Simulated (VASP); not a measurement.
# CaSe (Imm2) in VASP: electric field gradients with PBE

Aim: the electric field gradients of CaSe with PBE.

All numbers are computed with VASP 6.6.1; they aren't measurements. Logs are shortened: lines on timing, memory, paths and dates and some standing lists are left out, and cuts for length are marked.

**1. The cell of the first run**

Symmetry: Imm2, No. 44, orthorhombic system. Conventional cell: a = 4.180 Å, b = 5.912 Å, c = 4.180 Å, α = 90.00°, β = 90.00°, γ = 90.00°. Ca (site symmetry mm2) has 6 Se at 2.82 to 3.10 Å within 3.7 Å. Within 3.7 Å of Se (site symmetry mm2) lie 6 Ca at 2.82 to 3.10 Å.

**2. Electric field gradients, PBE (atom 1 (Ca) moved by [0.141421, 0.141421, 0.0] A)**

INCAR

```
ALGO     = Normal         # electronic algorithm
EDIFF    = 1E-8           # SCF threshold, eV
ENCUT    = 520            # plane-wave cutoff, eV
GGA      = PE             # functional
ISIF     = 2              # what is computed and relaxed
ISMEAR   = -1             # smearing method
LASPH    = True           # aspherical terms in the spheres
LCHARG   = False          # write CHGCAR
LEFG     = True         
LREAL    = False          # projectors in reciprocal space
LWAVE    = False          # write WAVECAR
NBANDS   = 15             # bands
NELM     = 80             # most SCF steps
PREC     = Accurate       # precision mode
SIGMA    = 0.02           # smearing width, eV
```

KPOINTS

```
k-points
0
Gamma
  7 7 7
```

POSCAR

```
CaSe
1.0
    0.0000000000      2.9560000000      2.9560000000
    2.9560000000      0.0000000000      2.9560000000
    2.9560000000      2.9560000000      0.0000000000
Ca Se
1 1
Direct
    0.0000000000      0.0000000000      0.0478420162
    0.5000000000      0.5000000000      0.5000000000
```

Potentials or basis: VASP PAW PBE potentials, release 64 (Ca_sv, Se).

Command:

```console
cat potpaw_PBE.64/Ca_sv/POTCAR potpaw_PBE.64/Se/POTCAR > POTCAR
mpirun -np 1 vasp_std > vasp.out
```

OUTCAR:

```text
EDIFF = 1E-8
   ENCUT = 520
   GGA = PE
   ISIF = 2
   ISMEAR = -1
   LASPH = True
   LREAL = False
   NELM = 80
   PREC = Accurate

 ion  position               nearest neighbor table
   1  0.000  0.000  0.048-   2 2.82   2 2.82   2 2.96   2 2.96
   2  0.500  0.500  0.500-   1 2.82   1 2.82   1 2.96   1 2.96

  LATTYP: Found a face centered cubic cell.
 ALAT       =     5.9120000000

  Lattice vectors:

 A1 = (   0.0000000000,   2.9560000000,   2.9560000000)
 A2 = (   2.9560000000,   0.0000000000,   2.9560000000)
 A3 = (   2.9560000000,   2.9560000000,   0.0000000000)

Analysis of symmetry for initial positions (statically):
=====================================================================
 Subroutine PRICEL returns:
 Original cell was already a primitive cell.

 Routine SETGRP: Setting up the symmetry group for a
 face centered cubic supercell.

 Subroutine GETGRP returns: Found  4 space group operations
 (whereof  4 operations were pure point group operations)
 out of a pool of 48 trial point group operations.

The static configuration has the point symmetry C_2v.

Analysis of symmetry for dynamics (positions and initial velocities):
=====================================================================
 Subroutine PRICEL returns:
 Original cell was already a primitive cell.

 Routine SETGRP: Setting up the symmetry group for a
 face centered cubic supercell.

 Subroutine GETGRP returns: Found  4 space group operations
 (whereof  4 operations were pure point group operations)
 out of a pool of 48 trial point group operations.

The dynamic configuration has the point symmetry C_2v.

 Subroutine INISYM returns: Found  4 space group operations
 (whereof  4 operations are pure point group operations),
 and found     1 'primitive' translations

----------------------------------------------------------------------------------------

                                     Primitive cell

  volume of cell :      51.6587

  direct lattice vectors                    reciprocal lattice vectors
     0.000000000  2.956000000  2.956000000    -0.169147497  0.169147497  0.169147497
     2.956000000  0.000000000  2.956000000     0.169147497 -0.169147497  0.169147497
     2.956000000  2.956000000  0.000000000     0.169147497  0.169147497 -0.169147497

  length of vectors
[... 128 lines left out ...]

 E-fermi :   2.8879     XC(G=0):  -9.1537

 val. band max:        2.3894284810   @ k =   0.0000   0.0000   0.0000
 cond. band min:       4.6092652179   @ k =   0.0000   0.4286   0.4286
 fundamental gap:      2.2198367369
 Fermi energy:         2.8878976533

 k-point     1 :       0.0000    0.0000    0.0000
  band No.  band energies     occupation
      1     -37.2601      2.00000
      2     -18.2640      2.00000
      3     -18.2594      2.00000
      4     -18.2568      2.00000
      5      -9.3526      2.00000
      6       2.3653      2.00000
      7       2.3798      2.00000
      8       2.3894      2.00000
      9       5.7918      0.00000
     10       6.1580      0.00000
     11       6.2651      0.00000
     12       6.3035      0.00000
     13       6.8100      0.00000
     14       6.8907      0.00000
[... 401 lines left out ...]
      2     -18.3445      2.00000
      3     -18.2820      2.00000
      4     -18.2642      2.00000
      5      -8.8153      2.00000
      6      -0.1876      2.00000
      7       1.2670      2.00000
      8       1.3983      2.00000
      9       6.5850      0.00000
     10       7.1656      0.00000
     11       7.8601      0.00000
     12       7.9397      0.00000
     13       8.6910      0.00000
     14       9.7496      0.00000
     15      11.6266      0.00000

 [... further k-points ...]
[... 5 lines left out ...]
  --------------------------------------------------------------------------------------
  -------------------------------------------------------------------------------------
  Total        0.8115675      0.8115675      0.3766342     -0.1052893      0.0000000      0.0000000
  in kB       25.1705053     25.1705053     11.6811876     -3.2655140      0.0000000      0.0000000
  external PRESSURE =      20.6740661 kB  Pullay stress =       0.0000000 kB

 VOLUME and BASIS-vectors are now :
 -----------------------------------------------------------------------------
  energy-cutoff  :      520.00
  volume of cell :       51.66
      direct lattice vectors                 reciprocal lattice vectors
     0.000000000  2.956000000  2.956000000    -0.169147497  0.169147497  0.169147497
     2.956000000  0.000000000  2.956000000     0.169147497 -0.169147497  0.169147497
     2.956000000  2.956000000  0.000000000     0.169147497  0.169147497 -0.169147497

 POSITION                                       TOTAL-FORCE (eV/Angst)
 -----------------------------------------------------------------------------------
      0.14142      0.14142      0.00000        -0.460645     -0.460645      0.000000
      2.95600      2.95600      2.95600         0.460645      0.460645      0.000000
 -----------------------------------------------------------------------------------
    total drift:                                0.000075      0.000075      0.000000

  FREE ENERGIE OF THE ION-ELECTRON SYSTEM (eV)
  ---------------------------------------------------
  free  energy   TOTEN  =        -9.4157142852 eV

  energy  without entropy=       -9.4157142852  energy(sigma->0) =       -9.41571429

 Electric field gradients (V/A^2)
---------------------------------------------------------------------
 ion       V_xx      V_yy      V_zz      V_xy      V_xz      V_yz
---------------------------------------------------------------------
   1      -1.140    -1.140     2.280     2.480     0.000     0.000
   2      -3.324    -3.324     6.647     3.057    -0.000    -0.000
---------------------------------------------------------------------

 Electric field gradients after diagonalization (V/A^2)
 (convention: |V_zz| > |V_xx| > |V_yy|)
----------------------------------------------------------------------
 ion       V_xx      V_yy      V_zz     asymmetry (V_yy - V_xx)/ V_zz
----------------------------------------------------------------------
   1       2.280     1.340    -3.620       0.259
   2      -6.381    -0.266     6.647       0.920
----------------------------------------------------------------------

           NMR quadrupolar parameters

 Cq : quadrupolar parameter    Cq=e*Q*V_zz/h
 eta: asymmetry parameters     (V_yy - V_xx)/ V_zz
 Q  : nuclear electric quadrupole moment in mb (millibarn)
----------------------------------------------------------------------
 ion       Cq(MHz)       eta       Q (mb)
----------------------------------------------------------------------
   1      -0.009       0.259       1.000
   2       0.016       0.920       1.000
----------------------------------------------------------------------
```

OSZICAR:

```text
N       E                     dE             d eps       ncg     rms          rms(c)
DAV:   1     0.104543096087E+03    0.10454E+03   -0.70677E+03  1920   0.965E+02
DAV:   2    -0.426256267303E+01   -0.10881E+03   -0.10355E+03  2312   0.256E+02
DAV:   3    -0.932381616474E+01   -0.50613E+01   -0.50118E+01  2978   0.483E+01
DAV:   4    -0.956870605212E+01   -0.24489E+00   -0.24476E+00  2399   0.846E+00
DAV:   5    -0.957055939327E+01   -0.18533E-02   -0.18533E-02  2750   0.827E-01    0.425E+00
DAV:   6    -0.942167458887E+01    0.14888E+00   -0.19255E-01  2263   0.236E+00    0.253E+00
DAV:   7    -0.941152111812E+01    0.10153E-01   -0.10361E-01  2482   0.207E+00    0.825E-01
DAV:   8    -0.941551595532E+01   -0.39948E-02   -0.11598E-02  2061   0.848E-01    0.123E-01
DAV:   9    -0.941557105120E+01   -0.55096E-04   -0.62347E-04  2649   0.261E-01    0.484E-02
DAV:  10    -0.941569479281E+01   -0.12374E-03   -0.15054E-04  2074   0.774E-02    0.175E-02
DAV:  11    -0.941571551087E+01   -0.20718E-04   -0.37043E-05  2536   0.515E-02    0.107E-02
DAV:  12    -0.941571448908E+01    0.10218E-05   -0.29832E-06  2389   0.125E-02    0.285E-03
DAV:  13    -0.941571428459E+01    0.20449E-06   -0.31137E-07  2228   0.391E-03    0.406E-04
DAV:  14    -0.941571428524E+01   -0.65188E-09   -0.90332E-09  2288   0.788E-04
   1 F= -.94157143E+01 E0= -.94157143E+01  d E =-.880754E-13
```

stdout:

```text
POSCAR found type information on POSCAR CaSe
 POSCAR found :  2 types and       2 ions
 scaLAPACK will be used
 LDA part: xc-table for (Slater+PW92), standard interpolation
 POSCAR, INCAR and KPOINTS ok, starting setup
 FFT: planning ... GRIDC
 FFT: planning ... GRID_SOFT
 FFT: planning ... GRID
 WAVECAR not read
 entering main loop
ion   1

ion   2
```

Wall time 90 s (1 thread of AMD EPYC 7R13 (Zen 3), shared host); peak memory 0.17 GiB.

Results:

```yaml
Free_energy: -9.4157 eV
Pressure: 2.1 GPa
Largest_force: 0.651 eV/Å
Band_gap_on_the_k_mesh: 2.22 eV, indirect (least direct gap 3.07 eV)
```

Forces in eV/Å, atoms in the order of the input:
```
Ca  -0.461 -0.461  0.000
Se   0.461  0.461  0.000
```

Levels at points of the mesh, in eV from the valence-band top:
```csv
k point,band 4,band 5,band 6,band 7,band 8,band 9,band 10,band 11,band 12,band 13
"(0.00, 0.00, 0.00)",-20.65,-11.74,-0.02,-0.01,0.00,3.40,3.77,3.88,3.91,4.42
```

Electric field gradients, principal values (V/Å²):
| atom | least | middle | greatest (by size) |
| --- | --- | --- | --- |
| 1 Ca | 1.340 | 2.280 | -3.620 |
| 2 Se | -0.266 | -6.381 | 6.647 |

Caveat: the cell differs from its parent crystal (atom 1 (Ca) moved by [0.141421, 0.141421, 0.0] A); without QUAD_EFG the Cq values of the log hold for a quadrupole moment of 1 mb, not for the nuclei.
